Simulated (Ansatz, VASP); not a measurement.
## One calculation of Ge2N, two programs

```
Ge N
1.0
     1.50177    0.86705    5.99740
    -1.50177    0.86705    5.99740
     0.00000   -1.73409    5.99740
Ge N
2 1
Cartesian
  0.0000 0.0000 4.6180
  0.0000 0.0000 13.3742
  0.0000 0.0000 0.0000
```

Change from the starting cell: species swapped into the NiCl2 type (R-3m, No. 166).

Alike in both runs: functional PBE; k mesh 6 × 6 × 6; occupations gaussian, width 0.1 eV; no spin polarisation.

Ansatz relaxed the structure, and its values are those at the end. VASP's run is a single point on that final structure, the one shown.

|  | VASP | Ansatz |
| --- | --- | --- |
| version | VASP 6.6.1 | Ansatz 0.2.0 |
| potentials or method | VASP PAW PBE potentials, release 64 (Ge_d, N), cutoff 520 eV | scalar-relativistic, plane waves, PAW |
| valence electrons in the cell | 33 | 33 |

VASP gave:

- gap on the k mesh at the Fermi level (eV): none
- pressure (GPa): 0.2
- rms of the force components (eV/Å): 0.015

**Question.** Estimate Ansatz's values.

**Answer.** gap on the k mesh at the Fermi level (eV): none; pressure (GPa): 0.1; rms of the force components (eV/Å): 0.001.

A gap of «none» marks a metal or a gap that the smearing closes. With one functional, cell and mesh, what is left measures potentials, basis and numerics.

The k mesh is coarse, so the values compare programs but aren't converged.
